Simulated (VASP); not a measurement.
Set up this calculation in VASP 6.6.1, as the native input.

```
Task                   : relaxation of cell and atoms
Functional             : PBEsol
Potentials or basis    : VASP PAW PBE potentials, release 64 (Al, Co)
Cutoff                 : 600 eV
k mesh                 : 16 × 16 × 16
Occupations            : fermi-dirac, width 0.1 eV
Spin                   : no spin polarisation
Target pressure        : 4 GPa
Dipole correction      : no
Further INCAR settings : ALGO = Normal; EDIFF = 1e-07; IBRION = 2; EDIFFG = -0.002; NSW = 100; ISIF = 3
```

The structure of AlCo lies in POSCAR:

```
AlCo
1.0
    2.8234231446      0.0000000000      0.0000000000
    0.0000000000      2.8234231446      0.0000000000
    0.0000000000      0.0000000000      2.8234231446
Al Co
1 1
Direct
    0.0000000000      0.0000000000      0.0000000000
    0.5000000000      0.5000000000      0.5000000000
```

These files were run (other wordings do the same):

INCAR

```
SYSTEM = AlCo
PREC = Accurate
ENCUT = 600
EDIFF = 1E-7
ISMEAR = -1
SIGMA = 0.1
LREAL = .False.
LASPH = .True.
NELM = 100
ALGO = Normal
ISIF = 3
LWAVE = .False.
LCHARG = .False.
GGA = PS
IBRION = 2
NSW = 100
EDIFFG = -0.002
PSTRESS = 40.0
```

KPOINTS

```
regular mesh
0
Gamma
  16 16 16
  0 0 0
```

Potentials or basis: VASP PAW PBE potentials, release 64 (Al, Co).

The run is started by

```console
$ cat potpaw_PBE.64/Al/POTCAR potpaw_PBE.64/Co/POTCAR > POTCAR
$ mpirun -np 1 vasp_std > vasp.out
```

It gave:

- Relaxed volume: 11.03 Å³/atom
- Relaxed cell: a = 2.805 Å, b = 2.805 Å, c = 2.805 Å, α = 90.00°, β = 90.00°, γ = 90.00°
- Space group after relaxing (to 0.05 Å): Pm-3m (No. 221)
- Energy change on relaxing (the enthalpy is what falls): +2.7 meV/atom
- Ionic steps: 3
- Pressure after relaxing: 4.0 GPa
- Band gap on the k mesh: zero (band 6 reaches 13.46 eV, above the bottom of band 7 at 10.83 eV)

Caveat: the cell is relaxed towards a set pressure, so the enthalpy falls and the energy may rise; the PAW data sets were made with another functional, which shifts forces and pressure a little.

Wall time 2.7 min on 1 thread of AMD EPYC 7R13, with other jobs on the host, peak memory 0.16 GiB.
